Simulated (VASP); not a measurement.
A run of VASP 6.6.1 is set up as follows.

File INCAR:

```
  ALGO = Normal
  EDIFF = 1E-6
  ENCUT = 520
  GGA = PE
  ISIF = 2
  ISMEAR = 0
  LASPH = T
  LCHARG = F
  LREAL = F
  LWAVE = F
  NBANDS = 16
  NELM = 100
  PREC = Accurate
  SIGMA = 0.01
```

KPOINTS

```
k-points
0
Gamma
  9 9 6
```

File POSCAR:

```
Si
1.0
    3.8513395658      0.0000000000      0.0000000000
   -1.9256697829      3.3353579026      0.0000000000
    0.0000000000      0.0000000000      6.3646947671
Si
4
Direct
    0.3333333333      0.6666666667     -0.0000722470
    0.6666666667      0.3333333333      0.4999277530
    0.3333333333      0.6666666667      0.3740722470
    0.6666666667      0.3333333333      0.8740722470
```

Potentials or basis: VASP PAW PBE potentials, release 64 (Si).

The run is started by

```bash
$ cat potpaw_PBE.64/Si/POTCAR > POTCAR
$ mpirun -np 1 vasp_std > vasp.out
```

Problem. Estimate the band gap on the k mesh.

Solution. 0.49 eV, indirect (least direct gap 0.99 eV).

Problem. Estimate the pressure.

Solution. -0.1 GPa.

A k mesh can miss the band edges. A hybrid or GW would open this gap; PBE tends to underestimate it.
